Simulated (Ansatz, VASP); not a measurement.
Two plane-wave programs on SnSe

```
Sn Se
1.0
     0.00000    3.01000    3.01000
     3.01000    0.00000    3.01000
     3.01000    3.01000    0.00000
Sn Se
1 1
Direct
  0.99119 0.00000 0.00000
  0.50000 0.50000 0.50000
```

Change from the starting cell: all Sn atoms moved +0.037 Å, as atom 1 towards its neighbour atom 1 (Sn) at 4.257 Å.

Alike in both runs: task single point; functional LDA; k mesh 8 × 8 × 8; occupations gaussian, width 0.05 eV; no spin polarisation.

|  | VASP | Ansatz |
| --- | --- | --- |
| version | VASP 6.6.1 | Ansatz 0.2.0 |
| potentials or method | VASP PAW LDA potentials, release 64 (Sn_d, Se), cutoff 520 eV | scalar-relativistic, plane waves, PAW |
| valence electrons in the cell | 20 | 30 |

```tsv
	VASP	Ansatz	Ansatz less VASP
gap on the k mesh at the Fermi level (eV)	0.63	0.61	-0.019
least direct gap on the mesh (eV)	0.63	0.61	-0.019
pressure (GPa)	-3.3	-3.3	-0.07
rms of the force components (eV/Å)	0.005	0.006	+0.0012
```

LDA's correlation is that of Perdew and Zunger in VASP and of Perdew and Wang (1992) in Ansatz. Atom by atom the forces differ by 0.001 eV/Å (rms over components). VASP's potentials hold 20 valence electrons a cell and Ansatz's 30, so a difference there can come from the potentials and not from the codes.
